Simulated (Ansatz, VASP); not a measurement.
Two plane-wave programs on SnSe2

INCAR

```
PREC = Accurate
ENCUT = 600
EDIFF = 1E-6
ISMEAR = -1
SIGMA = 0.05
LREAL = F
LASPH = T
NELM = 60
ALGO = Normal
ISIF = 3
LWAVE = F
LCHARG = F
GGA = RE
IVDW = 12
IBRION = 2
NSW = 60
EDIFFG = -0.01
```

The input KPOINTS:

```
regular mesh
0
Gamma
  8 8 5
```

File POSCAR:

```
SnSe2
1.0
    3.8110000000      0.0000000000      0.0000000000
   -1.9055000000      3.3004228138      0.0000000000
    0.0000000000      0.0000000000      6.1360000000
Sn Se
1 2
Direct
    0.0000000000      0.0000000000      0.0000000000
    0.6666666667      0.3333333333      0.7510000000
    0.3333333333      0.6666666667      0.2490000000
```

Contents of input.yaml:

```yaml
crystal:
  lattice:
    - [3.811, 0.0, 0.0]
    - [-1.9055, 3.3004228138, 0.0]
    - [0.0, 0.0, 6.136]
  atoms:
    - { symbol: Sn, position: [0.0, 0.0, 0.0] }
    - { symbol: Se, position: [0.6666666667, 0.3333333333, 0.751] }
    - { symbol: Se, position: [0.3333333333, 0.6666666667, 0.249] }
hamiltonian:
  xc: revpbe
  pseudopotentials: { kind: paw }
  dispersion: d3bj
kpoints:
  mp_grid: { grid: [8, 8, 5] }
scf:
  occupations: { method: fermi_dirac, width: 0.05 }
output:
  forces: true
  stress: true
relax:
  f_tol: 0.01
  max_steps: 40
  cell: { stress_tol: 0.05 }
```

Alike in both runs: task relaxation of cell and atoms; functional revPBE; dispersion D3(BJ); k mesh 8 × 8 × 5; occupations fermi-dirac, width 0.05 eV; no spin polarisation.

|  | VASP | Ansatz |
| --- | --- | --- |
| version | VASP 6.6.1 | Ansatz 0.2.0 |
| potentials or method | VASP PAW PBE potentials, release 64 (Sn_d, Se) | Ansatz PAW |
| plane-wave cutoff (eV) | 600 | 420 |
| valence electrons in the cell | 26 | 46 |

|  | VASP | Ansatz | Ansatz less VASP |
| --- | --- | --- | --- |
| relaxed volume (Å³/atom) | 24.78 | 24.77 | -0.016 |
| relaxed cell length with the largest relative difference (Å) | 3.828 | 3.826 | -0.0021 |

VASP's potentials were made for PBE, not for revPBE. VASP's potentials hold 26 valence electrons a cell and Ansatz's 46, so a difference there can come from the potentials and not from the codes.

Noted on Ansatz's run: the plane-wave basis is chosen anew once the cell has moved, so the energies of steps on either side of that aren't comparable.
